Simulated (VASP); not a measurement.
# TiO2 (P4_2/mnm) in VASP: further runs

Aim: see how the results for TiO2 move with the level of theory and the settings. Levels: PBEsol, PBE+D3(BJ), RPBE+D4. Tasks: single point.

Everything below comes from runs of VASP 6.6.1. Logs are shortened: lines on timing, memory, paths and dates and some standing lists are left out, and cuts for length are marked.

### Step 1. The cell of the first run

Symmetry: P4_2/mnm, No. 136, tetragonal system. Conventional cell: a = 4.629 Å, b = 4.629 Å, c = 2.949 Å, α = 90.00°, β = 90.00°, γ = 90.00°. Ti (site symmetry mmm) has 6 O at 1.95 to 2.00 Å within 2.6 Å. O (site symmetry m2m) has 3 Ti at 1.95 to 2.00 Å and 1 O at 2.55 Å within 2.6 Å.

### Step 2. Single point, PBEsol (volume scaled by 1.02)

File INCAR:

```
SYSTEM = TiO2
PREC = Accurate
ENCUT = 600
EDIFF = 1E-6
ISMEAR = 0
SIGMA = 0.05
LREAL = .False.
LASPH = .True.
NELM = 120
ALGO = Normal
ISIF = 2
LWAVE = .False.
LCHARG = .False.
GGA = PS
NBANDS = 33
GGA_COMPAT = .False.
```

File KPOINTS:

```
regular mesh
0
Gamma
  6 6 8
  0 0 0
```

File POSCAR:

```
TiO2
1.0
    4.6292221390      0.0000000000      0.0000000000
    0.0000000000      4.6292221390      0.0000000000
    0.0000000000      0.0000000000      2.9487756459
Ti O
2 4
Direct
    0.0000000000      0.0000000000      0.0000000000
    0.5000000000      0.5000000000      0.5000000000
    0.3052166035      0.3052166035      0.0000000000
    0.8052166035      0.1947833965      0.5000000000
    0.1947833965      0.8052166035      0.5000000000
    0.6947833965      0.6947833965      0.0000000000
```

Potentials or basis: VASP PAW PBE potentials, release 64 (Ti_sv, O).

Started as:

```sh
> cat potpaw_PBE.64/Ti_sv/POTCAR potpaw_PBE.64/O/POTCAR > POTCAR
> mpirun -np 1 vasp_std > vasp.out
```

OUTCAR:

```text
SYSTEM = TiO2
   PREC = Accurate
   ENCUT = 600
   EDIFF = 1E-6
   ISMEAR = 0
   LREAL = .False.
   LASPH = .True.
   NELM = 120
   ISIF = 2
   GGA = PS

 ion  position               nearest neighbor table
   1  0.000  0.000  0.000-   4 1.95   5 1.95   4 1.95   5 1.95   3 2.00   6 2.00
   2  0.500  0.500  0.500-   3 1.95   6 1.95   3 1.95   6 1.95   5 2.00   4 2.00
   3  0.305  0.305  0.000-   2 1.95   2 1.95   1 2.00
   4  0.805  0.195  0.500-   1 1.95   1 1.95   2 2.00
   5  0.195  0.805  0.500-   1 1.95   1 1.95   2 2.00
   6  0.695  0.695  0.000-   2 1.95   2 1.95   1 2.00

  LATTYP: Found a simple tetragonal cell.
 ALAT       =     4.6292221390
 C/A-ratio  =     0.6369916062

  Lattice vectors:

 A1 = (   4.6292221390,   0.0000000000,   0.0000000000)
 A2 = (   0.0000000000,   4.6292221390,   0.0000000000)
 A3 = (   0.0000000000,   0.0000000000,   2.9487756459)

Analysis of symmetry for initial positions (statically):
=====================================================================
 Subroutine PRICEL returns:
 Original cell was already a primitive cell.

 Routine SETGRP: Setting up the symmetry group for a
 simple tetragonal supercell.

 Subroutine GETGRP returns: Found 16 space group operations
 (whereof  8 operations were pure point group operations)
 out of a pool of 16 trial point group operations.

The static configuration has the point symmetry D_2h.
 The point group associated with its full space group is D_4h.

Analysis of symmetry for dynamics (positions and initial velocities):
=====================================================================
 Subroutine PRICEL returns:
 Original cell was already a primitive cell.

 Routine SETGRP: Setting up the symmetry group for a
 simple tetragonal supercell.

 Subroutine GETGRP returns: Found 16 space group operations
 (whereof  8 operations were pure point group operations)
 out of a pool of 16 trial point group operations.

The dynamic configuration has the point symmetry D_2h.
 The point group associated with its full space group is D_4h.

 Subroutine INISYM returns: Found 16 space group operations
 (whereof  8 operations are pure point group operations),
 and found     1 'primitive' translations

----------------------------------------------------------------------------------------

                                     Primitive cell

  volume of cell :      63.1914

  direct lattice vectors                    reciprocal lattice vectors
     4.629222139  0.000000000  0.000000000     0.216019014  0.000000000  0.000000000
     0.000000000  4.629222139  0.000000000     0.000000000  0.216019014  0.000000000
     0.000000000  0.000000000  2.948775646     0.000000000  0.000000000  0.339123799

  length of vectors
     4.629222139  4.629222139  2.948775646     0.216019014  0.216019014  0.339123799

  position of ions in fractional coordinates (direct lattice)
     0.000000000  0.000000000  0.000000000
     0.500000000  0.500000000  0.500000000
     0.305216603  0.305216603  0.000000000
     0.805216603  0.194783397  0.500000000
     0.194783397  0.805216603  0.500000000
     0.694783397  0.694783397  0.000000000

  ion indices of the primitive-cell ions
   primitive index   ion index
                 1           1
                 2           2
                 3           3
                 4           4
                 5           5
                 6           6

----------------------------------------------------------------------------------------

 KPOINTS: regular mesh

Automatic generation of k-mesh.
 Grid dimensions read from file:
 generate k-points for:    6    6    8

 Generating k-lattice:

  Cartesian coordinates                     Fractional coordinates (reciprocal lattice)
     0.036003169  0.000000000  0.000000000     0.166666667  0.000000000  0.000000000
     0.000000000  0.036003169  0.000000000     0.000000000  0.166666667  0.000000000
     0.000000000  0.000000000  0.042390475     0.000000000  0.000000000  0.125000000

  Length of vectors
     0.036003169  0.036003169  0.042390475

[... 47 lines left out ...]
  ext. energy  EPLUGINS =         0.00000000
  ---------------------------------------------------
  free energy    TOTEN  =       -56.09579562 eV

  energy without entropy =      -56.09579562  energy(sigma->0) =      -56.09579562

 E-fermi :   4.8366     XC(G=0): -11.6321

 val. band max:        4.5609157202   @ k =   0.0000   0.0000   0.0000
 cond. band min:       6.3976821157   @ k =   0.0000   0.0000   0.0000
 fundamental gap:      1.8367663955
 Fermi energy:         4.8366468678

 k-point     1 :       0.0000    0.0000    0.0000
  band No.  band energies     occupation
      1     -52.0872      2.00000
      2     -52.0709      2.00000
      3     -28.4994      2.00000
      4     -28.4994      2.00000
      5     -28.3379      2.00000
      6     -28.3379      2.00000
[... 25 lines left out ...]
     32      11.1918      0.00000
     33      11.2041      0.00000

 k-point     2 :       0.1667    0.0000    0.0000
  band No.  band energies     occupation
      1     -52.0861      2.00000
      2     -52.0720      2.00000
      3     -28.4910      2.00000
      4     -28.4903      2.00000
      5     -28.3480      2.00000
      6     -28.3472      2.00000
[... 25 lines left out ...]
     32      11.1056      0.00000
     33      11.1375      0.00000

 k-point     3 :       0.3333    0.0000    0.0000
  band No.  band energies     occupation
      1     -52.0831      2.00000
      2     -52.0750      2.00000
      3     -28.4691      2.00000
      4     -28.4671      2.00000
      5     -28.3731      2.00000
      6     -28.3711      2.00000
[... 25 lines left out ...]
     32      10.9256      0.00000
     33      10.9649      0.00000

 k-point     4 :       0.5000    0.0000    0.0000
  band No.  band energies     occupation
      1     -52.0790      2.00000
      2     -52.0790      2.00000
      3     -28.4506      2.00000
      4     -28.4506      2.00000
      5     -28.3906      2.00000
      6     -28.3906      2.00000
[... 673 lines left out ...]
     32      10.2839      0.00000
     33      10.6320      0.00000

 k-point    23 :       0.3333    0.0000    0.2500
  band No.  band energies     occupation
      1     -52.0606      2.00000
      2     -52.0548      2.00000
      3     -28.5331      2.00000
      4     -28.5214      2.00000
      5     -28.4110      2.00000
      6     -28.4053      2.00000
[... 25 lines left out ...]
     32       9.8441      0.00000
     33      10.7643      0.00000

 k-point    24 :       0.5000    0.0000    0.2500
  band No.  band energies     occupation
      1     -52.0577      2.00000
      2     -52.0577      2.00000
      3     -28.5303      2.00000
      4     -28.5303      2.00000
      5     -28.3939      2.00000
      6     -28.3939      2.00000
[... 25 lines left out ...]
     32       9.6790      0.00000
     33      11.1593      0.00000

 [... further k-points ...]
[... 5 lines left out ...]
  --------------------------------------------------------------------------------------
  -------------------------------------------------------------------------------------
  Total       -1.5275253     -1.5275253     -1.3916178      0.0000000      0.0000000      0.0000000
  in kB      -38.7294396    -38.7294396    -35.2835926      0.0000000      0.0000000      0.0000000
  external PRESSURE =     -37.5808239 kB  Pullay stress =       0.0000000 kB

 VOLUME and BASIS-vectors are now :
 -----------------------------------------------------------------------------
  energy-cutoff  :      600.00
  volume of cell :       63.19
      direct lattice vectors                 reciprocal lattice vectors
     4.629222139  0.000000000  0.000000000     0.216019014  0.000000000  0.000000000
     0.000000000  4.629222139  0.000000000     0.000000000  0.216019014  0.000000000
     0.000000000  0.000000000  2.948775646     0.000000000  0.000000000  0.339123799

 POSITION                                       TOTAL-FORCE (eV/Angst)
 -----------------------------------------------------------------------------------
      0.00000      0.00000      0.00000         0.000000      0.000000      0.000000
      2.31461      2.31461      1.47439         0.000000      0.000000      0.000000
      1.41292      1.41292      0.00000        -0.016607     -0.016607      0.000000
      3.72753      0.90170      1.47439        -0.016607      0.016607      0.000000
      0.90170      3.72753      1.47439         0.016607     -0.016607      0.000000
      3.21631      3.21631      0.00000         0.016607      0.016607      0.000000
 -----------------------------------------------------------------------------------
    total drift:                                0.000000     -0.000000     -0.000000

  FREE ENERGIE OF THE ION-ELECTRON SYSTEM (eV)
  ---------------------------------------------------
  free  energy   TOTEN  =       -56.0957956197 eV

  energy  without entropy=      -56.0957956197  energy(sigma->0) =      -56.09579562
```

Wall time 1.8 min (1 thread of Intel Xeon 6975P-C, shared host); peak memory 0.25 GiB.

Results:

| Item | Value |
| --- | --- |
| Free energy | -56.0958 eV |
| Pressure | -3.8 GPa |
| Largest force | 0.023 eV/Å |
| Band gap on the k mesh | 1.84 eV, direct |

Forces on the atoms (eV/Å):
```
Ti   0.000  0.000  0.000
Ti   0.000  0.000  0.000
O   -0.017 -0.017  0.000
O   -0.017  0.017  0.000
O    0.017 -0.017  0.000
O    0.017  0.017  0.000
```

Caveat: the PAW data sets were made with another functional, which shifts forces and pressure a little.

### Step 3. Single point, PBE+D3(BJ)

File INCAR:

```
PREC     = Accurate       # precision mode
ENCUT    = 600            # plane-wave cutoff, eV
EDIFF    = 1E-6           # SCF threshold, eV
ISMEAR   = 0              # smearing method
SIGMA    = 0.05           # smearing width, eV
LREAL    = False          # projectors in reciprocal space
LASPH    = True           # aspherical terms in the spheres
NELM     = 120            # most SCF steps
ALGO     = Normal         # electronic algorithm
ISIF     = 2              # what is computed and relaxed
LWAVE    = False          # write WAVECAR
LCHARG   = True           # write CHGCAR
GGA      = PE             # functional
IVDW     = 12             # dispersion correction
LELF     = True           # ELF
LVHAR    = True         
NBANDS   = 33             # bands
GGA_COMPAT= False
```

File KPOINTS:

```
regular mesh
0
Gamma
  6 6 8
```

File POSCAR:

```
TiO2
1.0
    4.6194450237      0.0000000000      0.0000000000
    0.0000000000      4.6194450237      0.0000000000
    0.0000000000      0.0000000000      2.9579431945
Ti O
2 4
Direct
    0.0000000000      0.0000000000      0.0000000000
    0.5000000000      0.5000000000      0.5000000000
    0.3046418900      0.3046418900      0.0000000000
    0.8046418900      0.1953581100      0.5000000000
    0.1953581100      0.8046418900      0.5000000000
    0.6953581100      0.6953581100      0.0000000000
```

Potentials or basis: VASP PAW PBE potentials, release 64 (Ti_sv, O).

Started as:

```sh
> cat potpaw_PBE.64/Ti_sv/POTCAR potpaw_PBE.64/O/POTCAR > POTCAR
> mpirun -np 1 vasp_std > vasp.out
```

Run time: 99 s. Hardware: 1 thread of Intel Xeon 6975P-C, shared host; peak memory 0.26 GiB.

Results (log left out):

| Item | Value |
| --- | --- |
| Free energy | -55.1495 eV |
| Pressure | -0.9 GPa |
| Largest force | 0.030 eV/Å |
| Band gap on the k mesh | 1.84 eV, direct |
| Dispersion energy per atom | -0.246 eV |

Forces on the atoms (eV/Å):
```
Ti   0.000  0.000  0.000
Ti   0.000  0.000  0.000
O   -0.021 -0.021  0.000
O   -0.021  0.021  0.000
O    0.021 -0.021  0.000
O    0.021  0.021  0.000
```

Stress tensor (GPa, compression positive):
```
-1.00  0.00  0.00
 0.00 -1.00  0.00
 0.00  0.00 -0.74
```

Levels at points of the mesh, in eV from the valence-band top:
```tsv
k point	band 20	band 21	band 22	band 23	band 24	band 25	band 26	band 27	band 28	band 29
(0.00, 0.00, 0.00)	-1.93	-0.69	-0.45	-0.45	0.00	1.84	2.13	2.39	2.48	2.48
(0.50, 0.00, 0.00)	-3.02	-1.60	-1.60	-0.73	-0.73	2.50	2.50	2.98	2.98	3.53
(0.50, 0.50, 0.00)	-2.16	-1.28	-1.28	-1.06	-1.06	1.87	1.87	2.50	2.50	3.79
(0.00, 0.00, 0.50)	-2.76	-2.30	-2.30	-1.42	-1.42	2.92	2.92	3.16	3.16	3.62
(0.50, 0.00, 0.50)	-2.35	-2.02	-2.02	-1.01	-1.01	1.89	1.89	3.18	3.18	3.85
(0.50, 0.50, 0.50)	-2.73	-1.25	-1.25	-0.67	-0.67	2.56	2.56	3.17	3.17	3.20
```

Caveat: three body term missing. A k mesh can miss the band edges.

### Step 4. Single point, PBE+D3(BJ)

File INCAR:

```
PREC = Accurate ; ENCUT = 600
EDIFF = 1E-6 ; ISMEAR = 0
SIGMA = 0.05 ; LREAL = False
LASPH = True ; NELM = 120
ALGO = Normal ; ISIF = 2
LWAVE = False ; LCHARG = False
GGA = PE ; IVDW = 12
NBANDS = 33 ; GGA_COMPAT = False
```

File KPOINTS:

```
Automatic mesh
0
Gamma
  6 6 8
```

File POSCAR:

```
TiO2
1.0
    4.6165832455      0.0000000000      0.0000000000
    0.0000000000      4.6165832455      0.0000000000
    0.0000000000      0.0000000000      2.9616115356
Ti O
2 4
Direct
    0.0000000000      0.0000000000      0.0000000000
    0.5000000000      0.5000000000      0.5000000000
    0.3043388836      0.3043388836      0.0000000000
    0.8043388836      0.1956611164      0.5000000000
    0.1956611164      0.8043388836      0.5000000000
    0.6956611164      0.6956611164      0.0000000000
```

Started as:

```sh
> cat potpaw_PBE.64/Ti_sv/POTCAR potpaw_PBE.64/O/POTCAR > POTCAR
> mpirun -np 1 vasp_std > vasp.out
```

Wall time 1.7 min (1 thread of Intel Xeon 6975P-C, shared host); peak memory 0.26 GiB.

It converged, with:

* Free energy: -55.1496 eV
* Pressure: -1.1 GPa
* Largest force: 0.011 eV/Å
* Band gap on the k mesh: 1.83 eV, direct
* Dispersion energy per atom: -0.246 eV

Forces on the atoms (eV/Å):
```
Ti   0.000  0.000  0.000
Ti   0.000  0.000  0.000
O    0.007  0.007  0.000
O    0.007 -0.007  0.000
O   -0.007  0.007  0.000
O   -0.007 -0.007  0.000
```

Stress tensor (GPa, compression positive):
```
-0.97  0.00  0.00
 0.00 -0.97  0.00
 0.00  0.00 -1.23
```

Levels at points of the mesh, in eV from the valence-band top:
```
           k point  band 21  band 22  band 23  band 24  band 25  band 26  band 27  band 28
(0.00, 0.00, 0.00)    -0.70    -0.45    -0.45     0.00     1.83     2.11     2.36     2.46
(0.50, 0.00, 0.00)    -1.62    -1.62    -0.73    -0.73     2.48     2.48     2.97     2.97
(0.50, 0.50, 0.00)    -1.29    -1.29    -1.07    -1.07     1.86     1.86     2.48     2.48
(0.00, 0.00, 0.50)    -2.32    -2.32    -1.42    -1.42     2.92     2.92     3.14     3.14
(0.50, 0.00, 0.50)    -2.02    -2.02    -1.02    -1.02     1.88     1.88     3.16     3.16
(0.50, 0.50, 0.50)    -1.27    -1.27    -0.67    -0.67     2.55     2.55     3.15     3.15
```

Caveat: three body term missing.

### Step 5. Single point, RPBE+D4 (volume scaled by 1.02)

File INCAR:

```
SYSTEM = TiO2
PREC     = Accurate       ! precision mode
ENCUT    = 600            ! plane-wave cutoff, eV
EDIFF    = 1E-6           ! SCF threshold, eV
ISMEAR   = 0              ! smearing method
SIGMA    = 0.05           ! smearing width, eV
LREAL    = .FALSE.        ! projectors in reciprocal space
LASPH    = .TRUE.         ! aspherical terms in the spheres
NELM     = 120            ! most SCF steps
ALGO     = Normal         ! electronic algorithm
ISIF     = 2              ! what is computed and relaxed
LWAVE    = .FALSE.        ! write WAVECAR
LCHARG   = .FALSE.        ! write CHGCAR
GGA      = RP             ! functional
IVDW     = 13             ! dispersion correction
NBANDS   = 33             ! bands
GGA_COMPAT= .FALSE.
```

File KPOINTS:

```
Automatic mesh
0
G
  6 6 8
  0 0 0
```

File POSCAR:

```
TiO2
1.0
    4.6321989470      0.0000000000      0.0000000000
    0.0000000000      4.6321989470      0.0000000000
    0.0000000000      0.0000000000      2.9675708098
Ti O
2 4
Direct
    0.0000000000      0.0000000000      0.0000000000
    0.5000000000      0.5000000000      0.5000000000
    0.3049415856      0.3049415856      0.0000000000
    0.8049415856      0.1950584144      0.5000000000
    0.1950584144      0.8049415856      0.5000000000
    0.6950584144      0.6950584144      0.0000000000
```

Started as:

```sh
> cat potpaw_PBE.64/Ti_sv/POTCAR potpaw_PBE.64/O/POTCAR > POTCAR
> mpirun -np 1 vasp_std > vasp.out
```

Run time: 1.8 min. Hardware: 1 thread of Intel Xeon 6975P-C, shared host; peak memory 0.25 GiB.

The run converged. Its results:

* Free energy: -53.8174 eV
* Pressure: -3.6 GPa
* Largest force: 0.022 eV/Å
* Band gap on the k mesh: 1.86 eV, direct
* Dispersion energy per atom: -0.439 eV

Forces on the atoms (eV/Å):
```
Ti   0.000  0.000  0.000
Ti   0.000  0.000  0.000
O   -0.016 -0.016  0.000
O   -0.016  0.016  0.000
O    0.016 -0.016  0.000
O    0.016  0.016  0.000
```

Stress tensor (GPa, compression positive):
```
-3.70  0.00  0.00
 0.00 -3.70  0.00
 0.00  0.00 -3.39
```

Levels at points of the mesh, in eV from the valence-band top:
| k point | band 21 | band 22 | band 23 | band 24 | band 25 | band 26 | band 27 | band 28 |
| --- | --- | --- | --- | --- | --- | --- | --- | --- |
| (0.00, 0.00, 0.00) | -0.68 | -0.43 | -0.43 | 0.00 | 1.86 | 2.16 | 2.40 | 2.48 |
| (0.50, 0.00, 0.00) | -1.58 | -1.58 | -0.71 | -0.71 | 2.52 | 2.52 | 2.97 | 2.97 |
| (0.50, 0.50, 0.00) | -1.27 | -1.27 | -1.04 | -1.04 | 1.90 | 1.90 | 2.50 | 2.50 |
| (0.00, 0.00, 0.50) | -2.23 | -2.23 | -1.40 | -1.40 | 2.91 | 2.91 | 3.14 | 3.14 |
| (0.50, 0.00, 0.50) | -1.98 | -1.98 | -0.99 | -0.99 | 1.92 | 1.92 | 3.16 | 3.16 |
| (0.50, 0.50, 0.50) | -1.22 | -1.22 | -0.67 | -0.67 | 2.57 | 2.57 | 3.18 | 3.18 |

Caveat: the PAW data sets were made with another functional, which shifts forces and pressure a little. A k mesh can miss the band edges.

### Step 6. Summary

| level | cell | gap on the mesh (eV) | pressure (GPa) | largest force (eV/Å) |
| --- | --- | --- | --- | --- |
| PBEsol | a = 4.629, b = 4.629, c = 2.949 Å, 6 atoms | 1.84 | -3.8 | 0.02 |
| PBE+D3(BJ) | a = 4.619, b = 4.619, c = 2.958 Å, 6 atoms | 1.84 | -0.9 | 0.03 |
| PBE+D3(BJ) | a = 4.617, b = 4.617, c = 2.962 Å, 6 atoms | 1.83 | -1.1 | 0.01 |
| RPBE+D4 | a = 4.632, b = 4.632, c = 2.968 Å, 6 atoms | 1.86 | -3.6 | 0.02 |

Alike in all rows: task single point; potentials or basis VASP PAW PBE potentials, release 64 (Ti_sv, O); no spin polarisation; k mesh 6 × 6 × 8; cutoff (eV) 600; smearing gaussian 0.05 eV.

Caveats: the PAW data sets were made with another functional, which shifts forces and pressure a little (some runs); three body term missing (some runs).

Absolute energies hang on the potentials; compare differences alone.
